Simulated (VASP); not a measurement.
# Si (Fd-3m) in VASP: notebook, part 2 of 2

VASP 6.6.1.

## Step 3: Single point, LDA

Input file INCAR:

```
PREC = Accurate
ENCUT = 520
EDIFF = 1E-7
ISMEAR = 1
SIGMA = 0.3
LREAL = F
LASPH = T
NELM = 60
ALGO = Normal
ISIF = 2
LWAVE = F
LCHARG = F
GGA = CA
NBANDS = 11
```

Input file KPOINTS:

```
Automatic mesh
0
Gamma
  10 10 10
```

Input file POSCAR:

```
Si
1.0
    0.0000000000      2.7016643793      2.7016643793
    2.7016643793      0.0000000000      2.7016643793
    2.7016643793      2.7016643793      0.0000000000
Si
2
Direct
    0.5000000000      0.5000000000      0.5000000000
    0.7500000000      0.7500000000      0.7500000000
```

Potentials or basis: VASP PAW LDA potentials, release 64 (Si).

Command:

```console
> cat potpaw_LDA.64/Si/POTCAR > POTCAR
> mpirun -np 1 vasp_std > vasp.out
```

OUTCAR:

```text
PREC = Accurate
   ENCUT = 520
   EDIFF = 1E-7
   ISMEAR = 1
   LREAL = F
   LASPH = T
   NELM = 60
   ISIF = 2
   GGA = CA

 ion  position               nearest neighbor table
   1  0.500  0.500  0.500-   2 2.34   2 2.34   2 2.34   2 2.34
   2  0.750  0.750  0.750-   1 2.34   1 2.34   1 2.34   1 2.34

  LATTYP: Found a face centered cubic cell.
 ALAT       =     5.4033287586

  Lattice vectors:

 A1 = (   0.0000000000,   2.7016643793,   2.7016643793)
 A2 = (   2.7016643793,   0.0000000000,   2.7016643793)
 A3 = (   2.7016643793,   2.7016643793,   0.0000000000)

Analysis of symmetry for initial positions (statically):
=====================================================================
 Subroutine PRICEL returns:
 Original cell was already a primitive cell.

 Routine SETGRP: Setting up the symmetry group for a
 face centered cubic supercell.

 Subroutine GETGRP returns: Found 48 space group operations
 (whereof 24 operations were pure point group operations)
 out of a pool of 48 trial point group operations.

The static configuration has the point symmetry T_d .
 The point group associated with its full space group is O_h .

Analysis of symmetry for dynamics (positions and initial velocities):
=====================================================================
 Subroutine PRICEL returns:
 Original cell was already a primitive cell.

 Routine SETGRP: Setting up the symmetry group for a
 face centered cubic supercell.

 Subroutine GETGRP returns: Found 48 space group operations
 (whereof 24 operations were pure point group operations)
 out of a pool of 48 trial point group operations.

The dynamic configuration has the point symmetry T_d .
 The point group associated with its full space group is O_h .

 Subroutine INISYM returns: Found 48 space group operations
 (whereof 24 operations are pure point group operations),
 and found     1 'primitive' translations

----------------------------------------------------------------------------------------

                                     Primitive cell

  volume of cell :      39.4388

  direct lattice vectors                    reciprocal lattice vectors
     0.000000000  2.701664379  2.701664379    -0.185071101  0.185071101  0.185071101
     2.701664379  0.000000000  2.701664379     0.185071101 -0.185071101  0.185071101
     2.701664379  2.701664379  0.000000000     0.185071101  0.185071101 -0.185071101

  length of vectors
     3.820730406  3.820730406  3.820730406     0.320552549  0.320552549  0.320552549

  position of ions in fractional coordinates (direct lattice)
     0.500000000  0.500000000  0.500000000
     0.750000000  0.750000000  0.750000000

  ion indices of the primitive-cell ions
   primitive index   ion index
                 1           1
                 2           2

----------------------------------------------------------------------------------------

 KPOINTS: Automatic mesh

Automatic generation of k-mesh.
 Grid dimensions read from file:
 generate k-points for:   10   10   10

 Generating k-lattice:

  Cartesian coordinates                     Fractional coordinates (reciprocal lattice)
    -0.018507110  0.018507110  0.018507110     0.100000000  0.000000000  0.000000000
     0.018507110 -0.018507110  0.018507110     0.000000000  0.100000000  0.000000000
     0.018507110  0.018507110 -0.018507110     0.000000000  0.000000000  0.100000000

  Length of vectors
     0.032055255  0.032055255  0.032055255

  Shift w.r.t. Gamma in fractional coordinates (k-lattice)
     0.000000000  0.000000000  0.000000000

 Subroutine IBZKPT returns following result:
 ===========================================

 Found     47 irreducible k-points:

 Following reciprocal coordinates:
            Coordinates               Weight
  0.000000  0.000000  0.000000      1.000000
  0.100000  0.000000  0.000000      8.000000
  0.200000  0.000000  0.000000      8.000000
  0.300000  0.000000  0.000000      8.000000
  0.400000  0.000000  0.000000      8.000000
  0.500000  0.000000  0.000000      4.000000
[... 16 lines left out ...]
  0.300000  0.300000  0.000000      6.000000
  0.400000  0.300000  0.000000     24.000000
 [... further k-points ...]
   k-points           NKPTS =     47   k-points in BZ     NKDIM =     47   number of bands    NBANDS=     11
   number of dos      NEDOS =    301   number of ions     NIONS =      2
   total plane-waves  NPLWV =  21952
   dimension x,y,z NGX =    28 NGY =   28 NGZ =   28
   dimension x,y,z NGXF=    56 NGYF=   56 NGZF=   56
   ions per type =               2
   NGX,Y,Z   is equivalent  to a cutoff of  12.18, 12.18, 12.18 a.u.
   NGXF,Y,Z  is equivalent  to a cutoff of  24.37, 24.37, 24.37 a.u.
 SYSTEM =  unknown system
   PREC   = accura    normal or accurate (medium, high low for compatibility)
   ISTART =      0    job   : 0-new  1-cont  2-samecut
   ICHARG =      2    charge: 1-file 2-atom 10-const
   ISPIN  =      1    spin polarized calculation?
   LNONCOLLINEAR =      F non collinear calculations
   LSORBIT =      F    spin-orbit coupling
   LASPH  =      T    aspherical Exc in radial PAW
   ENCUT  =  520.0 eV  38.22 Ry    6.18 a.u.   7.10  7.10  7.10*2*pi/ulx,y,z
   NELM   =     60;   NELMIN=  2; NELMDL= -5     # of ELM steps
   EDIFF  = 0.1E-06   stopping-criterion for ELM
   LREAL  =      F    real-space projection
   EDIFFG = 0.1E-05   stopping-criterion for IOM
   NSW    =      0    number of steps for IOM
   IBRION =     -1    ionic relax: 0-MD 1-quasi-New 2-CG
   NFREE  =      0    steps in history (QN), initial steepest desc. (CG)
   ISIF   =      2    stress and relaxation
   ISYM   =      2    0-nonsym 1-usesym 2-fastsym
   POTIM  = 0.5000    time-step for ionic-motion
   TEBEG  =    0.0;   TEEND  =   0.0 temperature during run
   PSTRESS=    0.0 pullay stress
   NELECT =       8.0000    total number of electrons
   NUPDOWN=      -1.0000    fix difference up-down
   EMIN   =  10.00;   EMAX   =-10.00  energy-range for DOS
   EFERMI =   0.00;   METHOD = LEGACY
   ISMEAR =     1;   SIGMA  =   0.30  broadening in eV -4-tet -1-fermi 0-gaus
   EFERMI_NEDOS =   21; number of points for ismear=-14 and -15
   IALGO  =     38    algorithm
   IMIX   =      4    mixing-type and parameters
     AMIX     =   0.40;   BMIX     =  1.00
     AMIX_MAG =   1.60;   BMIX_MAG =  1.00
  volume/ion in A,a.u.               =      19.72       133.07
  Fermi-wavevector in a.u.,A,eV,Ry     =   0.961900  1.817728 12.588822  0.925252
  Thomas-Fermi vector in A             =   2.091313
   LORBIT       =      0    0 simple, 1 ext, 2 COOP (PROOUT), +10 PAW based schemes
   GGA     = CA    functional components
   LHFCALC =     F    Hartree Fock is set to
   AEXX    =    0.0000 exact exchange contribution
   IVDW    =     0    specifies the selected vdW correction
   LEPSILON=     F    determine dielectric tensor
   LRPA    =     F    only Hartree local field effects (RPA)
 non-spin polarized calculation
 Methfessel and Paxton  Order N= 1 SIGMA  =   0.30
  energy-cutoff  :      520.00
  volume of cell :       39.44
 maximum number of plane-waves:      1073
   NGX = 15   NGY = 15   NGZ = 15

 number of electron       8.0000001 magnetization

 Free energy of the ion-electron system (eV)
  ---------------------------------------------------
  ext. energy  EPLUGINS =         0.00000000
  ---------------------------------------------------
  free energy    TOTEN  =       -11.91844742 eV

  energy without entropy =      -11.92074035  energy(sigma->0) =      -11.91921173

 E-fermi :   6.1945     XC(G=0):  -9.6625

 val. band max:        5.9264007940   @ k =   0.0000   0.0000   0.0000
 cond. band min:       6.3796773854   @ k =   0.4000   0.4000   0.0000
 fundamental gap:      0.4532765914
 Fermi energy:         6.1944557896

 k-point     1 :       0.0000    0.0000    0.0000
  band No.  band energies     occupation
      1      -6.1351      2.00000
      2       5.9264      2.02052
      3       5.9264      2.02052
      4       5.9264      2.02052
      5       8.4565     -0.00000
      6       8.4565     -0.00000
      7       8.4565     -0.00000
      8       9.3098     -0.00000
      9      13.6615      0.00000
     10      13.6615      0.00000
     11      13.6678      0.00000
[... 309 lines left out ...]
 k-point    24 :       0.4000    0.3000    0.0000
  band No.  band energies     occupation
      1      -3.9435      2.00000
      2       0.4850      2.00000
      3       3.0140      2.00000
      4       3.4560      2.00000
      5       6.8643     -0.00702
      6       8.0584     -0.00000
      7      12.8722      0.00000
      8      12.9884      0.00000
      9      16.4295      0.00000
     10      16.7084      0.00000
     11      18.0192      0.00000

 [... further k-points ...]
[... 5 lines left out ...]
  --------------------------------------------------------------------------------------
  -------------------------------------------------------------------------------------
  Total       -0.0041468     -0.0041468     -0.0041468      0.0000000      0.0000000     -0.0000000
  in kB       -0.1684606     -0.1684606     -0.1684606      0.0000000      0.0000000     -0.0000000
  external PRESSURE =      -0.1684606 kB  Pullay stress =       0.0000000 kB

 VOLUME and BASIS-vectors are now :
 -----------------------------------------------------------------------------
  energy-cutoff  :      520.00
  volume of cell :       39.44
      direct lattice vectors                 reciprocal lattice vectors
     0.000000000  2.701664379  2.701664379    -0.185071101  0.185071101  0.185071101
     2.701664379  0.000000000  2.701664379     0.185071101 -0.185071101  0.185071101
     2.701664379  2.701664379  0.000000000     0.185071101  0.185071101 -0.185071101

 POSITION                                       TOTAL-FORCE (eV/Angst)
 -----------------------------------------------------------------------------------
      2.70166      2.70166      2.70166        -0.000000     -0.000000     -0.000000
      4.05250      4.05250      4.05250         0.000000      0.000000      0.000000
 -----------------------------------------------------------------------------------
    total drift:                                0.000000      0.000000     -0.000000

  FREE ENERGIE OF THE ION-ELECTRON SYSTEM (eV)
  ---------------------------------------------------
  free  energy   TOTEN  =       -11.9184474246 eV

  energy  without entropy=      -11.9207403541  energy(sigma->0) =      -11.91921173
```

It took 36 s on 1 thread of AMD EPYC 7R13, shared host; peak memory 0.11 GiB.

Results:

* Free energy: -11.9184 eV
* Pressure: 0.0 GPa
* Band gap on the k mesh: 0.45 eV, indirect (least direct gap 2.53 eV)

Levels at points of the mesh, in eV from the valence-band top:
| k point | band 1 | band 2 | band 3 | band 4 | band 5 | band 6 | band 7 | band 8 | band 9 |
| --- | --- | --- | --- | --- | --- | --- | --- | --- | --- |
| (0.00, 0.00, 0.00) | -12.06 | 0.00 | 0.00 | 0.00 | 2.53 | 2.53 | 2.53 | 3.38 | 7.74 |
| (0.50, 0.00, 0.00) | -9.68 | -7.06 | -1.21 | -1.21 | 1.48 | 3.29 | 3.29 | 7.54 | 10.56 |
| (0.50, 0.50, 0.00) | -7.86 | -7.86 | -2.89 | -2.89 | 0.57 | 0.57 | 10.11 | 10.11 | 10.97 |
